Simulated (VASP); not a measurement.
# Pd2Au (P6_3/mmc) in VASP: single point with PBE

Aim: the single point of Pd2Au with PBE.

Everything below comes from runs of VASP 6.6.1. Logs are shortened: lines on timing, memory, paths and dates and some standing lists are left out, and cuts for length are marked.

**1. The cell of the first run**

The structure is hexagonal, space group P6_3/mmc (No. 194). Conventional cell: a = 2.818 Å, b = 2.818 Å, c = 14.172 Å, α = 90.00°, β = 90.00°, γ = 120.00°. Within 3.7 Å of Au (site symmetry -6m2) lie 6 Au at 2.82 Å and 6 Pd at 2.89 Å. Pd (site symmetry 3m) has 9 Pd at 2.82 Å and 3 Au at 2.89 Å within 3.7 Å.

**2. Single point, PBE**

File INCAR:

```
  ALGO = Normal
  EDIFF = 1E-6
  ENCUT = 520
  GGA = PE
  ISIF = 2
  ISMEAR = 1
  LASPH = T
  LCHARG = F
  LREAL = F
  LWAVE = F
  NBANDS = 40
  NELM = 80
  PREC = Accurate
  SIGMA = 0.2345
```

File KPOINTS:

```
k-points
0
Gamma
  13 13 3
```

File POSCAR:

```
Pd2Au
1.0
    1.4091488014      2.4407173195      0.0000000000
   -1.4091488014      2.4407173195      0.0000000000
    0.0000000000      0.0000000000     14.1723230688
Au Pd
2 4
Direct
    0.3333333333      0.3333333333      0.2500000000
    0.6666666667      0.6666666667      0.7500000000
    0.3333333333      0.3333333333      0.5811881659
    0.6666666667      0.6666666667      0.0811881659
    0.3333333333      0.3333333333      0.9188118341
    0.6666666667      0.6666666667      0.4188118341
```

Potentials or basis: VASP PAW PBE potentials, release 64 (Au, Pd).

Launch:

```sh
$ cat potpaw_PBE.64/Au/POTCAR potpaw_PBE.64/Pd/POTCAR > POTCAR
$ mpirun -np 1 vasp_std > vasp.out
```

OUTCAR:

```text
EDIFF = 1E-6
   ENCUT = 520
   GGA = PE
   ISIF = 2
   ISMEAR = 1
   LASPH = T
   LREAL = F
   NELM = 80
   PREC = Accurate

 ion  position               nearest neighbor table
   1  0.333  0.333  0.250-   4 2.89   6 2.89   4 2.89   6 2.89   4 2.89   6 2.89
   2  0.667  0.667  0.750-   3 2.89   5 2.89   3 2.89   5 2.89   3 2.89   5 2.89
   3  0.333  0.333  0.581-   6 2.82   6 2.82   6 2.82   2 2.89   2 2.89   2 2.89
   4  0.667  0.667  0.081-   5 2.82   5 2.82   5 2.82   1 2.89   1 2.89   1 2.89
   5  0.333  0.333  0.919-   4 2.82   4 2.82   4 2.82   2 2.89   2 2.89   2 2.89
   6  0.667  0.667  0.419-   3 2.82   3 2.82   3 2.82   1 2.89   1 2.89   1 2.89

  LATTYP: Found a hexagonal cell.
 ALAT       =     2.8182976028
 C/A-ratio  =     5.0286822281

  Lattice vectors:

 A1 = (   1.4091488014,  -2.4407173195,   0.0000000000)
 A2 = (   1.4091488014,   2.4407173195,   0.0000000000)
 A3 = (   0.0000000000,   0.0000000000,  14.1723230688)

Analysis of symmetry for initial positions (statically):
=====================================================================
 Subroutine PRICEL returns:
 Original cell was already a primitive cell.

 Routine SETGRP: Setting up the symmetry group for a
 hexagonal supercell.

 Subroutine GETGRP returns: Found 24 space group operations
 (whereof 12 operations were pure point group operations)
 out of a pool of 24 trial point group operations.

The static configuration has the point symmetry D_3d.
 The point group associated with its full space group is D_6h.

Analysis of symmetry for dynamics (positions and initial velocities):
=====================================================================
 Subroutine PRICEL returns:
 Original cell was already a primitive cell.

 Routine SETGRP: Setting up the symmetry group for a
 hexagonal supercell.

 Subroutine GETGRP returns: Found 24 space group operations
 (whereof 12 operations were pure point group operations)
 out of a pool of 24 trial point group operations.

The dynamic configuration has the point symmetry D_3d.
 The point group associated with its full space group is D_6h.

 Subroutine INISYM returns: Found 24 space group operations
 (whereof 12 operations are pure point group operations),
 and found     1 'primitive' translations

----------------------------------------------------------------------------------------

                                     Primitive cell

  volume of cell :      97.4867

  direct lattice vectors                    reciprocal lattice vectors
     1.409148801  2.440717320  0.000000000     0.354824132  0.204857808  0.000000000
    -1.409148801  2.440717320  0.000000000    -0.354824132  0.204857808  0.000000000
     0.000000000  0.000000000 14.172323069     0.000000000  0.000000000  0.070560062

  length of vectors
     2.818297603  2.818297603 14.172323069     0.409715616  0.409715616  0.070560062

  position of ions in fractional coordinates (direct lattice)
     0.333333333  0.333333333  0.250000000
     0.666666667  0.666666667  0.750000000
     0.333333333  0.333333333  0.581188166
     0.666666667  0.666666667  0.081188166
     0.333333333  0.333333333  0.918811834
     0.666666667  0.666666667  0.418811834

  ion indices of the primitive-cell ions
   primitive index   ion index
                 1           1
                 2           2
                 3           3
                 4           4
                 5           5
                 6           6

----------------------------------------------------------------------------------------

 KPOINTS: k-points

Automatic generation of k-mesh.
 Grid dimensions read from file:
 generate k-points for:   13   13    3

 Generating k-lattice:

  Cartesian coordinates                     Fractional coordinates (reciprocal lattice)
     0.027294164  0.015758293  0.000000000     0.076923077  0.000000000  0.000000000
    -0.027294164  0.015758293  0.000000000     0.000000000  0.076923077  0.000000000
     0.000000000  0.000000000  0.023520021     0.000000000  0.000000000  0.333333333

  Length of vectors
     0.031516586  0.031516586  0.023520021

  Shift w.r.t. Gamma in fractional coordinates (k-lattice)
     0.000000000  0.000000000  0.000000000

 Subroutine IBZKPT returns following result:
 ===========================================

 Found     42 irreducible k-points:

 Following reciprocal coordinates:
            Coordinates               Weight
  0.000000  0.000000  0.000000      1.000000
  0.076923  0.000000  0.000000      6.000000
  0.153846 -0.000000  0.000000      6.000000
  0.230769 -0.000000  0.000000      6.000000
  0.307692 -0.000000  0.000000      6.000000
  0.384615  0.000000  0.000000      6.000000
[... 16 lines left out ...]
  0.076923  0.000000  0.333333     12.000000
  0.153846 -0.000000  0.333333     12.000000
 [... further k-points ...]
   k-points           NKPTS =     42   k-points in BZ     NKDIM =     42   number of bands    NBANDS=     40
   number of dos      NEDOS =    301   number of ions     NIONS =      6
   total plane-waves  NPLWV =  62208
   dimension x,y,z NGX =    24 NGY =   24 NGZ =  108
   dimension x,y,z NGXF=    48 NGYF=   48 NGZF=  216
   ions per type =               2   4
   NGX,Y,Z   is equivalent  to a cutoff of  14.16, 14.16, 12.67 a.u.
   NGXF,Y,Z  is equivalent  to a cutoff of  28.31, 28.31, 25.34 a.u.
 SYSTEM =  unknown system
   PREC   = accura    normal or accurate (medium, high low for compatibility)
   ISTART =      0    job   : 0-new  1-cont  2-samecut
   ICHARG =      2    charge: 1-file 2-atom 10-const
   ISPIN  =      1    spin polarized calculation?
   LNONCOLLINEAR =      F non collinear calculations
   LSORBIT =      F    spin-orbit coupling
   LASPH  =      T    aspherical Exc in radial PAW
   ENCUT  =  520.0 eV  38.22 Ry    6.18 a.u.   5.24  5.24 26.35*2*pi/ulx,y,z
   NELM   =     80;   NELMIN=  2; NELMDL= -5     # of ELM steps
   EDIFF  = 0.1E-05   stopping-criterion for ELM
   LREAL  =      F    real-space projection
   EDIFFG = 0.1E-04   stopping-criterion for IOM
   NSW    =      0    number of steps for IOM
   IBRION =     -1    ionic relax: 0-MD 1-quasi-New 2-CG
   NFREE  =      0    steps in history (QN), initial steepest desc. (CG)
   ISIF   =      2    stress and relaxation
   ISYM   =      2    0-nonsym 1-usesym 2-fastsym
   POTIM  = 0.5000    time-step for ionic-motion
   TEBEG  =    0.0;   TEEND  =   0.0 temperature during run
   PSTRESS=    0.0 pullay stress
   NELECT =      62.0000    total number of electrons
   NUPDOWN=      -1.0000    fix difference up-down
   EMIN   =  10.00;   EMAX   =-10.00  energy-range for DOS
   EFERMI =   0.00;   METHOD = LEGACY
   ISMEAR =     1;   SIGMA  =   0.23  broadening in eV -4-tet -1-fermi 0-gaus
   EFERMI_NEDOS =   21; number of points for ismear=-14 and -15
   IALGO  =     38    algorithm
   IMIX   =      4    mixing-type and parameters
     AMIX     =   0.40;   BMIX     =  1.00
     AMIX_MAG =   1.60;   BMIX_MAG =  1.00
  volume/ion in A,a.u.               =      16.25       109.65
  Fermi-wavevector in a.u.,A,eV,Ry     =   1.407852  2.660454 26.967382  1.982047
  Thomas-Fermi vector in A             =   2.530069
   LORBIT       =      0    0 simple, 1 ext, 2 COOP (PROOUT), +10 PAW based schemes
   GGA     = PE    functional components
   LHFCALC =     F    Hartree Fock is set to
   AEXX    =    0.0000 exact exchange contribution
   IVDW    =     0    specifies the selected vdW correction
   LEPSILON=     F    determine dielectric tensor
   LRPA    =     F    only Hartree local field effects (RPA)
 non-spin polarized calculation
 Methfessel and Paxton  Order N= 1 SIGMA  =   0.23
  energy-cutoff  :      520.00
  volume of cell :       97.49
 maximum number of plane-waves:      2646
 NGX is ok and might be reduce to    24
   NGX = 11   NGY = 11   NGZ = 53

 number of electron      62.0000003 magnetization

 Free energy of the ion-electron system (eV)
  ---------------------------------------------------
  ext. energy  EPLUGINS =         0.00000000
  ---------------------------------------------------
  free energy    TOTEN  =       -27.35327350 eV

  energy without entropy =      -27.35396255  energy(sigma->0) =      -27.35350318

 E-fermi :   8.7014     XC(G=0): -12.7218

 val. band max:        8.6956950836   @ k =   0.3846   0.1538   0.0000
 cond. band min:       8.7151976451   @ k =   0.4615   0.0769   0.3333
 fundamental gap:      0.0195025615
 Fermi energy:         8.7013833732

 k-point     1 :       0.0000    0.0000    0.0000
  band No.  band energies     occupation
      1       0.4869      2.00000
      2       0.6782      2.00000
      3       2.7865      2.00000
      4       2.9280      2.00000
      5       3.3227      2.00000
      6       4.0401      2.00000
[... 32 lines left out ...]
     39      18.6555      0.00000
     40      23.3465      0.00000

 k-point     2 :       0.0769    0.0000    0.0000
  band No.  band energies     occupation
      1       0.6863      2.00000
      2       0.8767      2.00000
      3       2.9325      2.00000
      4       3.0782      2.00000
      5       3.4215      2.00000
      6       4.1843      2.00000
[... 32 lines left out ...]
     39      18.7498      0.00000
     40      23.5469      0.00000

 k-point     3 :       0.1538   -0.0000    0.0000
  band No.  band energies     occupation
      1       1.2491      2.00000
      2       1.4290      2.00000
      3       3.3090      2.00000
      4       3.4447      2.00000
      5       3.6524      2.00000
      6       4.3632      2.00000
[... 853 lines left out ...]
  band No.  band energies     occupation
      1       0.7298      2.00000
      2       0.8246      2.00000
      3       2.9463      2.00000
      4       3.0024      2.00000
      5       3.6584      2.00000
      6       4.0281      2.00000
[... 32 lines left out ...]
     39      20.5070      0.00000
     40      22.4051      0.00000

 k-point    24 :       0.1538   -0.0000    0.3333
  band No.  band energies     occupation
      1       1.2901      2.00000
      2       1.3796      2.00000
      3       3.3180      2.00000
      4       3.3641      2.00000
      5       3.8860      2.00000
      6       4.2478      2.00000
[... 32 lines left out ...]
     39      20.8133      0.00000
     40      22.7678      0.00000

 [... further k-points ...]

------------------------ aborting loop because EDIFF is reached ----------------------------------------

  FORCE on cell =-STRESS in cart. coord.  units (eV):
  Direction    XX          YY          ZZ          XY          YZ          ZX
  --------------------------------------------------------------------------------------
  -------------------------------------------------------------------------------------
  Total        0.0006733      0.0006733     -0.2833805      0.0000000      0.0000000      0.0000000
  in kB        0.0110661      0.0110661     -4.6573105      0.0000000      0.0000000      0.0000000
  external PRESSURE =      -1.5450594 kB  Pullay stress =       0.0000000 kB

 VOLUME and BASIS-vectors are now :
 -----------------------------------------------------------------------------
  energy-cutoff  :      520.00
  volume of cell :       97.49
      direct lattice vectors                 reciprocal lattice vectors
     1.409148801  2.440717320  0.000000000     0.354824132  0.204857808  0.000000000
    -1.409148801  2.440717320  0.000000000    -0.354824132  0.204857808  0.000000000
     0.000000000  0.000000000 14.172323069     0.000000000  0.000000000  0.070560062

 POSITION                                       TOTAL-FORCE (eV/Angst)
 -----------------------------------------------------------------------------------
      0.00000      1.62714      3.54308        -0.000000     -0.000000     -0.000000
      0.00000      3.25429     10.62924        -0.000000     -0.000000     -0.000000
      0.00000      1.62714      8.23679         0.000000      0.000000     -0.005612
      0.00000      3.25429      1.15062        -0.000000      0.000000     -0.005612
      0.00000      1.62714     13.02170         0.000000      0.000000      0.005612
      0.00000      3.25429      5.93554        -0.000000     -0.000000      0.005612
 -----------------------------------------------------------------------------------
    total drift:                                0.000000     -0.000000     -0.000000

  FREE ENERGIE OF THE ION-ELECTRON SYSTEM (eV)
  ---------------------------------------------------
  free  energy   TOTEN  =       -27.3532734985 eV

  energy  without entropy=      -27.3539625482  energy(sigma->0) =      -27.35350318
```

It took 68 s on 1 thread of Intel Xeon 6975P-C (Granite Rapids), shared host; peak memory 0.31 GiB.

Results:

| Quantity | Value |
| --- | --- |
| Free energy | -27.3533 eV |
| Pressure | -0.2 GPa |
| Largest force | 0.006 eV/Å |
| Band gap on the k mesh | zero (band 31 reaches 12.32 eV, above the bottom of band 32 at 8.08 eV) |

Forces in eV/Å, atoms in the order of the input:
```
Au   0.000  0.000  0.000
Au   0.000  0.000  0.000
Pd   0.000  0.000 -0.006
Pd   0.000  0.000 -0.006
Pd   0.000  0.000  0.006
Pd   0.000  0.000  0.006
```

Stress tensor (GPa, compression positive):
```
 0.00  0.00  0.00
 0.00  0.00  0.00
 0.00  0.00 -0.47
```

Caveat: spin-orbit coupling is left out, which moves the levels of the heavy elements.
